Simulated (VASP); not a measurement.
Set up this calculation in VASP 6.6.1, as the native input.

```
Task                   : single point
Functional             : PBE
Potentials or basis    : VASP PAW PBE potentials, release 64 (Zn, Se)
Cutoff                 : 520 eV
k mesh                 : 16 × 16 × 16
Occupations            : fermi-dirac, width 0.1 eV
Spin                   : no spin polarisation
Dipole correction      : no
Further INCAR settings : ALGO = Normal; EDIFF = 1e-06; NBANDS = 16
```

The structure of ZnSe (rocksalt type) lies in POSCAR:

```
ZnSe
1.0
    0.0000000000      2.2899353264      2.2899353264
    2.2899353264      0.0000000000      2.2899353264
    2.2899353264      2.2899353264      0.0000000000
Zn Se
1 1
Direct
    0.0000000000      0.0000000000      0.0000000000
    0.5000000000      0.5000000000      0.5000000000
```

These files were run (other wordings do the same):

INCAR

```
ALGO = Normal
EDIFF = 1E-6
ENCUT = 520
GGA = PE
ISIF = 2
ISMEAR = -1
LASPH = T
LCHARG = F
LREAL = F
LWAVE = F
NBANDS = 16
NELM = 60
PREC = Accurate
SIGMA = 0.1
```

KPOINTS

```
k-points
0
Gamma
  16 16 16
```

Potentials or basis: VASP PAW PBE potentials, release 64 (Zn, Se).

The run is started by

```sh
$ cat potpaw_PBE.64/Zn/POTCAR potpaw_PBE.64/Se/POTCAR > POTCAR
$ mpirun -np 1 vasp_std > vasp.out
```

It gave:

```
Pressure               : 101.8 GPa
Band gap on the k mesh : zero (bands 9 and 10 overlap by 1.43 eV)
```

Caveat: the cell stands under pressure.

Run time: 32 s on 1 thread of AMD EPYC 7R13 Processor (Zen 3), with other jobs on the host, peak memory 0.15 GiB.
